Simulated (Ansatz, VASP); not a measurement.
# TlPd3: VASP beside Ansatz

```
CELL_PARAMETERS angstrom
-2.07300 2.07300 3.74850
2.07300 -2.07300 3.74850
2.07300 2.07300 -3.74850
ATOMIC_POSITIONS crystal
Tl 0.00000 0.00000 0.00000
Pd 0.75000 0.25000 0.50000
Pd 0.25000 0.75000 0.50000
Pd 0.50000 0.50000 0.00000
```

Alike in both runs: task electric field gradients; functional PBEsol; k mesh 12 × 12 × 12; occupations fermi-dirac, width 0.08 eV; no spin polarisation.

|  | VASP | Ansatz |
| --- | --- | --- |
| version | VASP 6.6.1 | Ansatz 0.2.0 |
| potentials or method | VASP PAW PBE potentials, release 64 (Tl_d, Pd), cutoff 520 eV | all-electron PAW with datasets made for the crystal, scalar-relativistic |

```csv
,VASP,Ansatz,Ansatz less VASP
pressure (GPa),-0.1,-0.1,-0.01
"traceless stress, the component that is largest in VASP (GPa)",0.22,0.23,+0.011
size of Vzz on the site where it differs most (V/Å²),19.2,29.5,+10.29
```

VASP's potentials were made for PBE, not for PBEsol. Ansatz ran all-electron here, and VASP with PAW potentials.

Neither program's run includes spin-orbit coupling.
